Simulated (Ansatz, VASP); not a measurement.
## CdTe: VASP beside Ansatz

```
CELL_PARAMETERS angstrom
3.80866 0.00000 0.00000
0.00000 3.80866 0.00000
0.00000 0.00000 4.99207
ATOMIC_POSITIONS crystal
Cd 0.50000 0.50000 0.50000
Te 0.00000 0.00000 0.00000
```

Alike in both runs: task single point; functional PBE; k mesh 6 × 6 × 4; occupations gaussian, width 0.1 eV; no spin polarisation.

|  | VASP | Ansatz |
| --- | --- | --- |
| version | VASP 6.6.1 | Ansatz 0.2.0 |
| potentials or method | VASP PAW PBE potentials, release 64 (Cd, Te), cutoff 520 eV | scalar-relativistic, plane waves, PAW |
| valence electrons in the cell | 18 | 36 |

|  | VASP | Ansatz | Ansatz less VASP |
| --- | --- | --- | --- |
| gap on the k mesh at the Fermi level (eV) | none | none | - |
| pressure (GPa) | -6.1 | -6.1 | -0.03 |
| traceless stress, the component that is largest in VASP (GPa) | -1.51 | -1.52 | -0.012 |

A gap of «none» marks a metal or a gap that the smearing closes. VASP's potentials hold 18 valence electrons a cell and Ansatz's 36, so a difference there can come from the potentials and not from the codes.

Spin-orbit coupling is off throughout.
